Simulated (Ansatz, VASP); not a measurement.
Two plane-wave programs on TaN

```
CELL_PARAMETERS angstrom
3.08773 0.00000 0.00000
-1.54387 2.67405 0.00000
0.00000 0.00000 6.15308
ATOMIC_POSITIONS crystal
Ta 0.33333 0.66667 0.18982
Ta 0.66667 0.33333 0.81018
N 0.00000 0.00000 0.61575
N 0.00000 0.00000 0.38425
```

Alike in both runs: functional PBE; k mesh 6 × 6 × 4; occupations gaussian, width 0.1 eV; no spin polarisation.

Ansatz relaxed the structure, and its values are those at the end. VASP's run is a single point on that final structure, the one shown.

```csv
,VASP,Ansatz
version,VASP 6.6.1,Ansatz 0.2.0
potentials or method,"VASP PAW PBE potentials, release 64 (Ta_pv, N), cutoff 520 eV","scalar-relativistic, plane waves, PAW"
valence electrons in the cell,32,36
```

|  | VASP | Ansatz | Ansatz less VASP |
| --- | --- | --- | --- |
| gap on the k mesh at the Fermi level (eV) | none | none | - |
| pressure (GPa) | 0.2 | -0.1 | -0.28 |
| rms of the force components (eV/Å) | 0.020 | 0.005 | -0.0153 |

A gap of «none» marks a metal or a gap that the smearing closes. With one functional, cell and mesh, what is left measures potentials, basis and numerics. VASP's potentials hold 32 valence electrons a cell and Ansatz's 36, so a difference there can come from the potentials and not from the codes.

The k mesh is coarse, so the values compare programs but aren't converged. Spin-orbit coupling is off throughout.
